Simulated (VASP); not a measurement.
# C in VASP: notebook, part 2 of 2

VASP 6.6.1. Earlier steps stand in the parts before.

### Step 4. Single point, PBE+D3(BJ)

This run uses another cell than the first one: it holds 18 atoms, not 2.

Contents of INCAR:

```
SYSTEM = C
PREC     = Accurate       ! precision mode
ENCUT    = 520            ! plane-wave cutoff, eV
EDIFF    = 1E-6           ! SCF threshold, eV
ISMEAR   = 0              ! smearing method
SIGMA    = 0.1            ! smearing width, eV
LREAL    = Auto         
LASPH    = .TRUE.         ! aspherical terms in the spheres
NELM     = 80             ! most SCF steps
ALGO     = Normal         ! electronic algorithm
ISIF     = 2              ! what is computed and relaxed
LWAVE    = .FALSE.        ! write WAVECAR
LCHARG   = .FALSE.        ! write CHGCAR
GGA      = PE             ! functional
IVDW     = 12             ! dispersion correction
NBANDS   = 51             ! bands
```

Contents of KPOINTS:

```
regular mesh
0
G
  7 7 7
  0 0 0
```

Contents of POSCAR:

```
C
1.0
    3.6971071442     -2.1345258049     -3.5674261305
   -3.6971071441     -2.1345258049     -3.5674261305
   -0.0000000001      4.2690516098     -3.5674261305
C
18
Direct
    0.2222222222      0.5555555556      0.2222222222
    0.8888888889      0.5555555556      0.5555555556
    0.5555555556      0.2222222222      0.2222222222
    0.5555555556      0.5555555556      0.8888888889
    0.2222222222      0.2222222222      0.5555555556
    0.8888888889      0.8888888889      0.2222222222
    0.8888888889      0.2222222222      0.8888888889
    0.5555555556      0.8888888889      0.5555555556
    0.2222222222      0.8888888889      0.8888888889
    0.4444444444      0.4444444444      0.1111111111
    0.1111111111      0.4444444444      0.4444444444
    0.7777777778      0.1111111111      0.1111111111
    0.7777777778      0.4444444444      0.7777777778
    0.4444444444      0.1111111111      0.4444444444
    0.1111111111      0.7777777778      0.1111111111
    0.1111111111      0.1111111111      0.7777777778
    0.7777777778      0.7777777778      0.4444444444
    0.4444444444      0.7777777778      0.7777777778
```

Potentials or basis: VASP PAW PBE potentials, release 64 (C).

Command:

```bash
$ cat potpaw_PBE.64/C/POTCAR > POTCAR
$ mpirun -np 1 vasp_std > vasp.out
```

OUTCAR:

```text
SYSTEM = C
   PREC = Accurate
   ENCUT = 520
   EDIFF = 1E-6
   ISMEAR = 0
   LREAL = Auto
   LASPH = .TRUE.
   NELM = 80
   ISIF = 2
   GGA = PE
   IVDW = 12
 IVDW          = 12

 ion  position               nearest neighbor table
   1  0.222  0.556  0.222-  15 1.42  11 1.42  10 1.42
   2  0.889  0.556  0.556-  17 1.42  13 1.42  11 1.42
   3  0.556  0.222  0.222-  12 1.42  10 1.42  14 1.42
   4  0.556  0.556  0.889-  18 1.42  13 1.42  10 1.42
   5  0.222  0.222  0.556-  16 1.42  11 1.42  14 1.42
   6  0.889  0.889  0.222-  12 1.42  17 1.42  15 1.42
[... 10 lines left out ...]
  17  0.778  0.778  0.444-   6 1.42   2 1.42   8 1.42
  18  0.444  0.778  0.778-   9 1.42   4 1.42   8 1.42
[... 1453 lines left out ...]
  Total       0.71404     0.71404    -0.17437    -0.00000     0.00000    -0.00000
  in kB       6.77273     6.77273    -1.65395    -0.00000     0.00000    -0.00000
  external pressure =        3.96 kB  Pullay stress =        0.00 kB

 VOLUME and BASIS-vectors are now :
 -----------------------------------------------------------------------------
  energy-cutoff  :      520.00
  volume of cell :      168.92
      direct lattice vectors                 reciprocal lattice vectors
     3.697107144 -2.134525805 -3.567426130     0.135240874 -0.078081355 -0.093438048
    -3.697107144 -2.134525805 -3.567426130    -0.135240874 -0.078081355 -0.093438048
    -0.000000000  4.269051610 -3.567426130     0.000000000  0.156162710 -0.093438048

 POSITION                                       TOTAL-FORCE (eV/Angst)
 -----------------------------------------------------------------------------------
     -1.23237     -0.71151     -3.56743        -0.000000     -0.000000      0.010026
      1.23237     -0.71151     -7.13485        -0.000000     -0.000000      0.010026
      1.23237     -0.71151     -3.56743        -0.000000     -0.000000      0.010026
     -0.00000      1.42302     -7.13485        -0.000000      0.000000      0.010026
     -0.00000      1.42302     -3.56743        -0.000000      0.000000      0.010026
      0.00000     -2.84603     -7.13485        -0.000000      0.000000      0.010026
[... 10 lines left out ...]
      0.00000     -1.42302     -7.13485         0.000000      0.000000     -0.010026
     -1.23237      0.71151     -7.13485         0.000000      0.000000     -0.010026
 -----------------------------------------------------------------------------------
    total drift:                               -0.000000      0.000000     -0.000000

  FREE ENERGIE OF THE ION-ELECTRON SYSTEM (eV)
  ---------------------------------------------------
  free  energy   TOTEN  =      -168.4705589832 eV

  energy  without entropy=     -168.4695043304  energy(sigma->0) =     -168.47003166
```

Wall time 4.2 min (1 thread of Intel Xeon Platinum 8559C (Emerald Rapids), shared host); peak memory 0.38 GiB.

Results:

- Free energy: -168.4706 eV
- Pressure: 0.4 GPa
- Largest force: 0.010 eV/Å
- Band gap on the k mesh: zero (band 36 reaches 4.66 eV, above the bottom of band 37 at 3.77 eV)
- Dispersion energy per atom: -0.145 eV

Forces on the atoms (eV/Å):
```
C    0.000  0.000  0.010
C    0.000  0.000  0.010
C    0.000  0.000  0.010
C    0.000  0.000  0.010
C    0.000  0.000  0.010
C    0.000  0.000  0.010
C    0.000  0.000  0.010
C    0.000  0.000  0.010
C    0.000  0.000  0.010
C    0.000  0.000 -0.010
C    0.000  0.000 -0.010
C    0.000  0.000 -0.010
C    0.000  0.000 -0.010
C    0.000  0.000 -0.010
C    0.000  0.000 -0.010
C    0.000  0.000 -0.010
C    0.000  0.000 -0.010
C    0.000  0.000 -0.010
```

Stress tensor (GPa, compression positive):
```
 0.68  0.00  0.00
 0.00  0.68  0.00
 0.00  0.00 -0.17
```

Caveat: pairwise dispersion overbinds metals, which lowers pressure and volume.

### Step 5. Single point, PBE+D3(BJ)

This run uses another cell than the first one: it holds 12 atoms, not 2.

Contents of INCAR:

```
SYSTEM = C
  ALGO = Normal
  EDIFF = 1E-6
  ENCUT = 520
  GGA = PE
  ISIF = 2
  ISMEAR = 0
  IVDW = 12
  LASPH = .TRUE.
  LCHARG = .TRUE.
  LELF = .TRUE.
  LREAL = .FALSE.
  LVHAR = .TRUE.
  LWAVE = .FALSE.
  NBANDS = 36
  NELM = 60
  PREC = Accurate
  SIGMA = 0.1
```

Contents of KPOINTS:

```
Automatic mesh
0
Gamma
  7 7 4
  0 0 0.5
```

Contents of POSCAR:

```
C
1.0
    3.6971072155     -2.1345258462      0.0000000000
    0.0000000001      4.2690516922      0.0000000000
    0.0000000000      0.0000000000      7.1348525476
C
12
Direct
    0.0000000000      0.3333333333      0.0000000000
    0.0000000000      0.3333333333      0.5000000000
    0.6666666667      0.6666666667      0.0000000000
    0.6666666667      0.6666666667      0.5000000000
    0.3333333333      0.0000000000      0.0000000000
    0.3333333333      0.0000000000      0.5000000000
    0.3333333333      0.3333333333      0.0000000000
    0.3333333333      0.3333333333      0.5000000000
    0.0000000000      0.6666666667      0.0000000000
    0.0000000000      0.6666666667      0.5000000000
    0.6666666667      0.0000000000      0.0000000000
    0.6666666667      0.0000000000      0.5000000000
```

Command:

```bash
$ cat potpaw_PBE.64/C/POTCAR > POTCAR
$ mpirun -np 1 vasp_std > vasp.out
```

It took 2.2 min on 1 thread of Intel Xeon 8259CL, shared host; peak memory 0.2 GiB.

The run converged. Its results:

```
Free energy                : -112.3005 eV
Pressure                   : 0.4 GPa
Band gap on the k mesh     : 0.35 eV
Dispersion energy per atom : -0.145 eV
```

Stress tensor (GPa, compression positive):
```
 0.76  0.00  0.00
 0.00  0.76  0.00
 0.00  0.00 -0.34
```

Levels at points of the mesh, in eV from the valence-band top:
```tsv
k point	band 20	band 21	band 22	band 23	band 24	band 25	band 26	band 27	band 28	band 29
(0.00, 0.00, 0.12)	-2.84	-0.23	-0.23	-0.23	-0.23	0.62	0.62	0.62	0.62	4.18
```

A k mesh can miss the band edges.

### Step 6. Single point, PBE+D3(BJ) (biaxial strain in the a-b plane: -4.5 %, then relaxed in part)

Contents of INCAR:

```
ALGO = Normal ; EDIFF = 1E-6
ENCUT = 520 ; GGA = PE
ISIF = 2 ; ISMEAR = 0
IVDW = 12 ; LASPH = T
LCHARG = T ; LELF = T
LREAL = F ; LVHAR = T
LWAVE = F ; NBANDS = 11
NELM = 100 ; PREC = Accurate
SIGMA = 0.1
```

Contents of KPOINTS:

```
k-points
0
Gamma
  21 21 12
```

Contents of POSCAR:

```
C
1.0
    2.3538144632      0.0000000000      0.0000000000
   -1.1769072316      2.0384631209      0.0000000000
    0.0000000000      0.0000000000      3.5397191012
C
2
Direct
    0.3333333333      0.6666666667      0.0000000000
    0.6666666667      0.3333333333      0.0000000000
```

Potentials or basis: VASP PAW PBE potentials, release 64 (C).

Command:

```bash
$ cat potpaw_PBE.64/C/POTCAR > POTCAR
$ mpirun -np 1 vasp_std > vasp.out
```

It took 20 s on 1 thread of Intel Xeon 6975P-C (Granite Rapids), shared host; peak memory 0.17 GiB.

Results (log left out):

```
Free energy                : -18.3782 eV
Pressure                   : 46.9 GPa
Band gap on the k mesh     : zero (band 4 reaches 5.55 eV, above the bottom of band 5 at 4.64 eV)
Dispersion energy per atom : -0.139 eV
```

Stress tensor (GPa, compression positive):
```
70.34  0.00  0.00
 0.00 70.34  0.00
 0.00  0.00 -0.13
```

Levels at points of the mesh, in eV from the Fermi level:
| k point | band 1 | band 2 | band 3 | band 4 | band 5 | band 6 | band 7 | band 8 | band 9 |
| --- | --- | --- | --- | --- | --- | --- | --- | --- | --- |
| (0.00, 0.00, 0.00) | -20.74 | -7.85 | -2.94 | -2.94 | 3.35 | 9.26 | 9.26 | 13.36 | 15.69 |
| (0.00, 0.00, 0.50) | -20.56 | -9.26 | -2.93 | -2.93 | 8.86 | 9.31 | 9.31 | 13.12 | 15.32 |

Caveat: the cell differs from its parent crystal (biaxial strain in the a-b plane: -4.5 %, then relaxed in part).

### Step 7. The runs side by side

```tsv
spin	cell	k mesh	gap on the mesh (eV)	pressure (GPa)	largest force (eV/Å)
collinear, ferromagnetic start	a = 2.456, b = 2.456, c = 8.524 Å, angles 90.0, 90.0, 120.0°, 2 atoms	12 × 12 × 2	none	-	-
off	a = 5.563 Å, angles 83.3°, 18 atoms	5 × 5 × 5	none	0.4	0.01
off	a = 5.563 Å, angles 83.3°, 18 atoms	7 × 7 × 7	none	0.4	0.01
off	a = 4.269, b = 4.269, c = 7.135 Å, angles 90.0, 90.0, 120.0°, 12 atoms	7 × 7 × 4, shifted	0.35	0.4	-
off	a = 2.354, b = 2.354, c = 3.540 Å, angles 90.0, 90.0, 120.0°, 2 atoms	21 × 21 × 12	none	46.9	-
```

Alike in all rows: task single point; level PBE+D3(BJ); potentials or basis VASP PAW PBE potentials, release 64 (C); cutoff (eV) 520; smearing gaussian 0.1 eV.

Caveats: some runs use coarse meshes; pairwise dispersion overbinds metals, which lowers pressure and volume (some runs).

Absolute energies hang on the potentials; compare differences alone.
